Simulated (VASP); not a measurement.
# SnO2 (P4_2/mnm) in VASP: notebook

SnO2 is run at these levels: PBE; tasks: single point.

All numbers are computed with VASP 6.6.1; they aren't measurements. Logs are shortened: lines on timing, memory, paths and dates and some standing lists are left out, and cuts for length are marked.

**1. The cell of the first run**

Symmetry: P4_2/mnm, No. 136, tetragonal system. Conventional cell: a = 4.827 Å, b = 4.827 Å, c = 3.240 Å, α = 90.00°, β = 90.00°, γ = 90.00°. Within 2.8 Å of Sn (site symmetry mmm) lie 6 O at 2.09 Å. Within 2.8 Å of O (site symmetry m2m) lie 3 Sn at 2.09 Å and 1 O at 2.64 Å.

**2. Single point, PBE**

Contents of INCAR:

```
SYSTEM = SnO2
PREC     = Accurate       ! precision mode
ENCUT    = 520            ! plane-wave cutoff, eV
EDIFF    = 1E-7           ! SCF threshold, eV
ISMEAR   = -1             ! smearing method
SIGMA    = 0.05           ! smearing width, eV
LREAL    = .False.        ! projectors in reciprocal space
LASPH    = .True.         ! aspherical terms in the spheres
NELM     = 100            ! most SCF steps
ALGO     = Normal         ! electronic algorithm
ISIF     = 2              ! what is computed and relaxed
LWAVE    = .False.        ! write WAVECAR
LCHARG   = .False.        ! write CHGCAR
GGA      = PE             ! functional
NBANDS   = 35             ! bands
```

Contents of KPOINTS:

```
Automatic mesh
0
Gamma
  6 6 8
  0 0 0
```

Contents of POSCAR:

```
SnO2
1.0
    4.8265275501      0.0000000000      0.0000000000
    0.0000000000      4.8265275501      0.0000000000
    0.0000000000      0.0000000000      3.2398957768
Sn O
2 4
Direct
    0.5000000000      0.5000000000      0.5000000000
    0.0000000000      0.0000000000      0.0000000000
    0.8066407871      0.1933592129      0.5000000000
    0.6933592129      0.6933592129      0.0000000000
    0.1933592129      0.8066407871      0.5000000000
    0.3066407871      0.3066407871      0.0000000000
```

Potentials or basis: VASP PAW PBE potentials, release 64 (Sn_d, O).

Command:

```console
cat potpaw_PBE.64/Sn_d/POTCAR potpaw_PBE.64/O/POTCAR > POTCAR
mpirun -np 1 vasp_std > vasp.out
```

OUTCAR:

```text
SYSTEM = SnO2
   PREC = Accurate
   ENCUT = 520
   EDIFF = 1E-7
   ISMEAR = -1
   LREAL = .False.
   LASPH = .True.
   NELM = 100
   ISIF = 2
   GGA = PE

 ion  position               nearest neighbor table
   1  0.500  0.500  0.500-   4 2.09   6 2.09   4 2.09   6 2.09   5 2.09   3 2.09
   2  0.000  0.000  0.000-   3 2.09   5 2.09   3 2.09   5 2.09   4 2.09   6 2.09
   3  0.807  0.193  0.500-   2 2.09   2 2.09   1 2.09
   4  0.693  0.693  0.000-   1 2.09   1 2.09   2 2.09
   5  0.193  0.807  0.500-   2 2.09   2 2.09   1 2.09
   6  0.307  0.307  0.000-   1 2.09   1 2.09   2 2.09

  LATTYP: Found a simple tetragonal cell.
 ALAT       =     4.8265275501
 C/A-ratio  =     0.6712684727

  Lattice vectors:

 A1 = (   4.8265275501,   0.0000000000,   0.0000000000)
 A2 = (   0.0000000000,   4.8265275501,   0.0000000000)
 A3 = (   0.0000000000,   0.0000000000,   3.2398957768)

Analysis of symmetry for initial positions (statically):
=====================================================================
 Subroutine PRICEL returns:
 Original cell was already a primitive cell.

 Routine SETGRP: Setting up the symmetry group for a
 simple tetragonal supercell.

 Subroutine GETGRP returns: Found 16 space group operations
 (whereof  8 operations were pure point group operations)
 out of a pool of 16 trial point group operations.

The static configuration has the point symmetry D_2h.
 The point group associated with its full space group is D_4h.

Analysis of symmetry for dynamics (positions and initial velocities):
=====================================================================
 Subroutine PRICEL returns:
 Original cell was already a primitive cell.

 Routine SETGRP: Setting up the symmetry group for a
 simple tetragonal supercell.

 Subroutine GETGRP returns: Found 16 space group operations
 (whereof  8 operations were pure point group operations)
 out of a pool of 16 trial point group operations.

The dynamic configuration has the point symmetry D_2h.
 The point group associated with its full space group is D_4h.

 Subroutine INISYM returns: Found 16 space group operations
 (whereof  8 operations are pure point group operations),
 and found     1 'primitive' translations

----------------------------------------------------------------------------------------

                                     Primitive cell

  volume of cell :      75.4746

  direct lattice vectors                    reciprocal lattice vectors
     4.826527550  0.000000000  0.000000000     0.207188292  0.000000000  0.000000000
     0.000000000  4.826527550  0.000000000     0.000000000  0.207188292  0.000000000
     0.000000000  0.000000000  3.239895777     0.000000000  0.000000000  0.308651904

  length of vectors
     4.826527550  4.826527550  3.239895777     0.207188292  0.207188292  0.308651904

  position of ions in fractional coordinates (direct lattice)
     0.500000000  0.500000000  0.500000000
     0.000000000  0.000000000  0.000000000
     0.806640787  0.193359213  0.500000000
     0.693359213  0.693359213  0.000000000
     0.193359213  0.806640787  0.500000000
     0.306640787  0.306640787  0.000000000

  ion indices of the primitive-cell ions
   primitive index   ion index
                 1           1
                 2           2
                 3           3
                 4           4
                 5           5
                 6           6

----------------------------------------------------------------------------------------

 KPOINTS: Automatic mesh

Automatic generation of k-mesh.
 Grid dimensions read from file:
 generate k-points for:    6    6    8

 Generating k-lattice:

  Cartesian coordinates                     Fractional coordinates (reciprocal lattice)
     0.034531382  0.000000000  0.000000000     0.166666667  0.000000000  0.000000000
     0.000000000  0.034531382  0.000000000     0.000000000  0.166666667  0.000000000
     0.000000000  0.000000000  0.038581488     0.000000000  0.000000000  0.125000000

  Length of vectors
     0.034531382  0.034531382  0.038581488

  Shift w.r.t. Gamma in fractional coordinates (k-lattice)
     0.000000000  0.000000000  0.000000000

 Subroutine IBZKPT returns following result:
 ===========================================

 Found     50 irreducible k-points:

 Following reciprocal coordinates:
            Coordinates               Weight
  0.000000  0.000000  0.000000      1.000000
  0.166667  0.000000  0.000000      4.000000
  0.333333  0.000000  0.000000      4.000000
  0.500000  0.000000  0.000000      2.000000
  0.166667  0.166667  0.000000      4.000000
  0.333333  0.166667  0.000000      8.000000
[... 16 lines left out ...]
  0.333333  0.000000  0.250000      8.000000
  0.500000  0.000000  0.250000      4.000000
 [... further k-points ...]
   k-points           NKPTS =     50   k-points in BZ     NKDIM =     50   number of bands    NBANDS=     35
   number of dos      NEDOS =    301   number of ions     NIONS =      6
   total plane-waves  NPLWV =  31104
   dimension x,y,z NGX =    36 NGY =   36 NGZ =   24
   dimension x,y,z NGXF=    72 NGYF=   72 NGZF=   48
   ions per type =               2   4
   NGX,Y,Z   is equivalent  to a cutoff of  12.40, 12.40, 12.31 a.u.
   NGXF,Y,Z  is equivalent  to a cutoff of  24.80, 24.80, 24.63 a.u.
 SYSTEM =  SnO2
   PREC   = accura    normal or accurate (medium, high low for compatibility)
   ISTART =      0    job   : 0-new  1-cont  2-samecut
   ICHARG =      2    charge: 1-file 2-atom 10-const
   ISPIN  =      1    spin polarized calculation?
   LNONCOLLINEAR =      F non collinear calculations
   LSORBIT =      F    spin-orbit coupling
   LASPH  =      T    aspherical Exc in radial PAW
   ENCUT  =  520.0 eV  38.22 Ry    6.18 a.u.   8.97  8.97  6.02*2*pi/ulx,y,z
   NELM   =    100;   NELMIN=  2; NELMDL= -5     # of ELM steps
   EDIFF  = 0.1E-06   stopping-criterion for ELM
   LREAL  =      F    real-space projection
   EDIFFG = 0.1E-05   stopping-criterion for IOM
   NSW    =      0    number of steps for IOM
   IBRION =     -1    ionic relax: 0-MD 1-quasi-New 2-CG
   NFREE  =      0    steps in history (QN), initial steepest desc. (CG)
   ISIF   =      2    stress and relaxation
   ISYM   =      2    0-nonsym 1-usesym 2-fastsym
   POTIM  = 0.5000    time-step for ionic-motion
   TEBEG  =    0.0;   TEEND  =   0.0 temperature during run
   PSTRESS=    0.0 pullay stress
   NELECT =      52.0000    total number of electrons
   NUPDOWN=      -1.0000    fix difference up-down
   EMIN   =  10.00;   EMAX   =-10.00  energy-range for DOS
   EFERMI =   0.00;   METHOD = LEGACY
   ISMEAR =    -1;   SIGMA  =   0.05  broadening in eV -4-tet -1-fermi 0-gaus
   EFERMI_NEDOS =   21; number of points for ismear=-14 and -15
   IALGO  =     38    algorithm
   IMIX   =      4    mixing-type and parameters
     AMIX     =   0.40;   BMIX     =  1.00
     AMIX_MAG =   1.60;   BMIX_MAG =  1.00
  volume/ion in A,a.u.               =      12.58        84.89
  Fermi-wavevector in a.u.,A,eV,Ry     =   1.445914  2.732381 28.445248  2.090667
  Thomas-Fermi vector in A             =   2.564042
   LORBIT       =      0    0 simple, 1 ext, 2 COOP (PROOUT), +10 PAW based schemes
   GGA     = PE    functional components
   LHFCALC =     F    Hartree Fock is set to
   AEXX    =    0.0000 exact exchange contribution
   IVDW    =     0    specifies the selected vdW correction
   LEPSILON=     F    determine dielectric tensor
   LRPA    =     F    only Hartree local field effects (RPA)
 non-spin polarized calculation
  energy-cutoff  :      520.00
  volume of cell :       75.47
 maximum number of plane-waves:      2060
 NGX is ok and might be reduce to    36
   NGX = 17   NGY = 17   NGZ = 13

 number of electron      52.0000002 magnetization

 Free energy of the ion-electron system (eV)
  ---------------------------------------------------
  ext. energy  EPLUGINS =         0.00000000
  ---------------------------------------------------
  free energy    TOTEN  =       -37.31109912 eV

  energy without entropy =      -37.31108939  energy(sigma->0) =      -37.31109426

 E-fermi :   5.8761     XC(G=0): -10.9753

 val. band max:        5.5295314349   @ k =   0.0000   0.0000   0.0000
 cond. band min:       6.1953176826   @ k =   0.0000   0.0000   0.0000
 fundamental gap:      0.6657862477
 Fermi energy:         5.8760562569

 k-point     1 :       0.0000    0.0000    0.0000
  band No.  band energies     occupation
      1     -15.5049      2.00000
      2     -14.8406      2.00000
      3     -14.6485      2.00000
      4     -14.6215      2.00000
      5     -14.6215      2.00000
      6     -14.5561      2.00000
[... 27 lines left out ...]
     34      17.0119      0.00000
     35      17.7943      0.00000

 k-point     2 :       0.1667    0.0000    0.0000
  band No.  band energies     occupation
      1     -15.4675      2.00000
      2     -14.8825      2.00000
      3     -14.6477      2.00000
      4     -14.6200      2.00000
      5     -14.6199      2.00000
      6     -14.5846      2.00000
[... 27 lines left out ...]
     34      17.1146      0.00000
     35      17.7851      0.00000

 k-point     3 :       0.3333    0.0000    0.0000
  band No.  band energies     occupation
      1     -15.3596      2.00000
      2     -15.0157      2.00000
      3     -14.6451      2.00000
      4     -14.6223      2.00000
      5     -14.6170      2.00000
      6     -14.6168      2.00000
[... 27 lines left out ...]
     34      17.4778      0.00000
     35      17.7675      0.00000

 k-point     4 :       0.5000    0.0000    0.0000
  band No.  band energies     occupation
      1     -15.1967      2.00000
      2     -15.1967      2.00000
      3     -14.6389      2.00000
      4     -14.6389      2.00000
      5     -14.6153      2.00000
      6     -14.6153      2.00000
[... 27 lines left out ...]
     34      17.5594      0.00000
     35      17.7271      0.00000

 k-point     5 :       0.1667    0.1667    0.0000
  band No.  band energies     occupation
      1     -15.4380      2.00000
      2     -14.9285      2.00000
      3     -14.6463      2.00000
      4     -14.6219      2.00000
      5     -14.6166      2.00000
      6     -14.6005      2.00000
[... 638 lines left out ...]
 k-point    22 :       0.1667    0.0000    0.2500
  band No.  band energies     occupation
      1     -15.2739      2.00000
      2     -15.0464      2.00000
      3     -14.9547      2.00000
      4     -14.6567      2.00000
      5     -14.5591      2.00000
      6     -14.5525      2.00000
[... 27 lines left out ...]
     34      17.1694      0.00000
     35      17.5992      0.00000

 k-point    23 :       0.3333    0.0000    0.2500
  band No.  band energies     occupation
      1     -15.2645      2.00000
      2     -15.1426      2.00000
      3     -14.8618      2.00000
      4     -14.6801      2.00000
      5     -14.5559      2.00000
      6     -14.5492      2.00000
[... 27 lines left out ...]
     34      17.4113      0.00000
     35      17.7563      0.00000

 k-point    24 :       0.5000    0.0000    0.2500
  band No.  band energies     occupation
      1     -15.2217      2.00000
      2     -15.2217      2.00000
      3     -14.7574      2.00000
      4     -14.7574      2.00000
      5     -14.5516      2.00000
      6     -14.5516      2.00000
[... 27 lines left out ...]
     34      17.5166      0.00000
     35      17.7957      0.00000

 [... further k-points ...]

------------------------ aborting loop because EDIFF is reached ----------------------------------------

  FORCE on cell =-STRESS in cart. coord.  units (eV):
  Direction    XX          YY          ZZ          XY          YZ          ZX
  --------------------------------------------------------------------------------------
  -------------------------------------------------------------------------------------
  Total        0.2399044      0.2399044      0.3095920      0.0000000      0.0000000      0.0000000
  in kB        5.0927002      5.0927002      6.5720331      0.0000000      0.0000000      0.0000000
  external PRESSURE =       5.5858112 kB  Pullay stress =       0.0000000 kB

 VOLUME and BASIS-vectors are now :
 -----------------------------------------------------------------------------
  energy-cutoff  :      520.00
  volume of cell :       75.47
      direct lattice vectors                 reciprocal lattice vectors
     4.826527550  0.000000000  0.000000000     0.207188292  0.000000000  0.000000000
     0.000000000  4.826527550  0.000000000     0.000000000  0.207188292  0.000000000
     0.000000000  0.000000000  3.239895777     0.000000000  0.000000000  0.308651904

 POSITION                                       TOTAL-FORCE (eV/Angst)
 -----------------------------------------------------------------------------------
      2.41326      2.41326      1.61995        -0.000000      0.000000      0.000000
      0.00000      0.00000      0.00000        -0.000000      0.000000      0.000000
      3.89327      0.93325      1.61995        -0.016347      0.016347      0.000000
      3.34652      3.34652      0.00000         0.016347      0.016347      0.000000
      0.93325      3.89327      1.61995         0.016347     -0.016347      0.000000
      1.48001      1.48001      0.00000        -0.016347     -0.016347      0.000000
 -----------------------------------------------------------------------------------
    total drift:                                0.000000      0.000000      0.000000

  FREE ENERGIE OF THE ION-ELECTRON SYSTEM (eV)
  ---------------------------------------------------
  free  energy   TOTEN  =       -37.3110991220 eV

  energy  without entropy=      -37.3110893889  energy(sigma->0) =      -37.31109426
```

It took 68 s on 1 thread of Intel Xeon 6975P-C (Granite Rapids), shared host; peak memory 0.24 GiB.

What came out:

* Free energy: -37.3111 eV
* Pressure: 0.6 GPa
* Largest force: 0.023 eV/Å
* Band gap on the k mesh: 0.67 eV

Forces on the atoms (eV/Å):
```
Sn   0.000  0.000  0.000
Sn   0.000  0.000  0.000
O   -0.016  0.016  0.000
O    0.016  0.016  0.000
O    0.016 -0.016  0.000
O   -0.016 -0.016  0.000
```

Stress tensor (GPa, compression positive):
```
0.51 0.00 0.00
0.00 0.51 0.00
0.00 0.00 0.66
```

Caveat: spin-orbit coupling is left out, which moves the levels of the heavy elements.

(Continued in part 2 of 2.)
